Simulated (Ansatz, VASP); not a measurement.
Two plane-wave programs on AlN

```xyz
4
Lattice="3.0887 0.0000 0.0000 -1.5444 2.6749 0.0000 0.0000 0.0000 4.9438" Properties=species:S:1:pos:R:3 pbc="T T T"
Al   -0.0172    1.8349    0.0075
Al    1.5616    0.8400    2.4794
N     0.0153    1.7372    1.8958
N     1.5290    0.9377    4.3677
```

Change from the starting cell: mode 4 frozen in at -0.017 Å and mode 5 at +0.052 Å (largest displacements).

Alike in both runs: task single point; functional LDA; k mesh 9 × 9 × 6; occupations gaussian, width 0.05 eV; no spin polarisation.

|  | VASP | Ansatz |
| --- | --- | --- |
| version | VASP 6.6.1 | Ansatz 0.2.0 |
| potentials or method | VASP PAW LDA potentials, release 64 (Al, N), cutoff 520 eV | scalar-relativistic, plane waves, PAW |
| valence electrons in the cell | 16 | 16 |

Ansatz gave:

| Property | Result |
| --- | --- |
| gap on the k mesh at the Fermi level (eV) | 4.38 |
| least direct gap on the mesh (eV) | 4.38 |
| pressure (GPa) | -0.1 |
| traceless stress, the component that is largest in VASP (GPa) | -0.33 |
| rms of the force components (eV/Å) | 0.142 |

Task: Estimate VASP's values.

Result: gap on the k mesh at the Fermi level (eV): 4.39; least direct gap on the mesh (eV): 4.39; pressure (GPa): 0.5; traceless stress, the component that is largest in VASP (GPa): -0.31; rms of the force components (eV/Å): 0.142.

LDA's correlation is that of Perdew and Zunger in VASP and of Perdew and Wang (1992) in Ansatz. Atom by atom the forces differ by 0.001 eV/Å (rms over components).
